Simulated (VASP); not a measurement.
A run of VASP 6.6.1 is set up as follows.

INCAR

```
AGGAC = 1.0
AGGAX = 1.0
ALDAC = 0.0
ALDAX = 1.0
ALGO = Normal
EDIFF = 1E-7
EDIFFG = -0.01
ENCUT = 600
GGA = B5
IBRION = 2
ISIF = 3
ISMEAR = -1
IVDW = 12
LASPH = True
LCHARG = False
LREAL = False
LWAVE = False
NELM = 60
NSW = 60
PREC = Accurate
SIGMA = 0.05
VDW_A1 = 0.4298
VDW_A2 = 4.2359
VDW_S6 = 1.0
VDW_S8 = 2.6996
```

File KPOINTS:

```
k-points
0
Gamma
  12 12 4
```

File POSCAR:

```
BN
1.0
    2.4982400000      0.0000000000      0.0000000000
   -1.2491200000      2.1635393048      0.0000000000
    0.0000000000      0.0000000000      6.6357000000
N B
2 2
Direct
    0.6666666667      0.3333333333      0.2500000000
    0.3333333333      0.6666666667      0.7500000000
    0.6666666667      0.3333333333      0.7500000000
    0.3333333333      0.6666666667      0.2500000000
```

Potentials or basis: VASP PAW PBE potentials, release 64 (N, B).

Command:

```sh
$ cat potpaw_PBE.64/N/POTCAR potpaw_PBE.64/B/POTCAR > POTCAR
$ mpirun -np 1 vasp_std > vasp.out
```

(1) Estimate the band gap on the k mesh.

(2) What does it give for the relaxed cell?

(3) Predict the dispersion energy per atom.

Results:

(1) 4.26 eV, indirect (least direct gap 4.63 eV).

(2) a = 2.505 Å, b = 2.505 Å, c = 6.367 Å, α = 90.00°, β = 90.00°, γ = 120.00°.

(3) -0.286 eV.
